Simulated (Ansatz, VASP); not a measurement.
**Cr: VASP beside Ansatz**

```
CELL_PARAMETERS angstrom
3.82797 0.00000 0.00000
-1.91399 3.31512 0.00000
0.00000 0.00000 4.36290
ATOMIC_POSITIONS crystal
Cr 0.00000 0.00000 0.25000
Cr 0.00000 0.00000 0.75000
Cr 0.33333 0.66667 0.75000
Cr 0.66667 0.33333 0.25000
```

Alike in both runs: functional PBE; k mesh 12 × 12 × 10; occupations gaussian, width 0.1 eV; no spin polarisation.

Ansatz relaxed the structure, and its values are those at the end. VASP's run is a single point on that final structure, the one shown.

|  | VASP | Ansatz |
| --- | --- | --- |
| version | VASP 6.6.1 | Ansatz 0.2.0 |
| potentials or method | VASP PAW PBE potentials, release 64 (Cr_pv), cutoff 520 eV | scalar-relativistic, plane waves, PAW |
| valence electrons in the cell | 48 | 56 |

```csv
,VASP,Ansatz,Ansatz less VASP
gap on the k mesh at the Fermi level (eV),none,none,-
pressure (GPa),0.3,0.0,-0.26
```

A gap of «none» marks a metal or a gap that the smearing closes. VASP's potentials hold 48 valence electrons a cell and Ansatz's 56, so a difference there can come from the potentials and not from the codes.
